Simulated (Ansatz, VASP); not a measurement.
One calculation of CdS, two programs

```xyz
2
Lattice="0.0000 2.5640 2.7268 2.5640 0.0000 2.7268 2.5640 2.5640 0.0000" Properties=species:S:1:pos:R:3 pbc="T T T"
Cd    0.0000    0.0000    0.0000
S     2.5640    2.5640    2.7268
```

Change from the starting cell: biaxial_xy strain -6.0%.

Alike in both runs: task single point; functional PBE; k mesh 8 × 8 × 8; occupations fermi-dirac, width 0.02 eV; no spin polarisation.

```csv
,VASP,Ansatz
version,VASP 6.6.1,Ansatz 0.2.0
potentials or method,"VASP PAW PBE potentials, release 64 (Cd, S)","plane waves, PAW"
plane-wave cutoff (eV),520,420
valence electrons in the cell,18,26
```

VASP gave:

- pressure (GPa): 16.4
- traceless stress, the component that is largest in VASP (GPa): -6.61

Problem. Estimate Ansatz's values.

Solution. Pressure (GPa): 15.6; traceless stress, the component that is largest in VASP (GPa): -6.35.

VASP's potentials hold 18 valence electrons a cell and Ansatz's 26, so a difference there can come from the potentials and not from the codes.
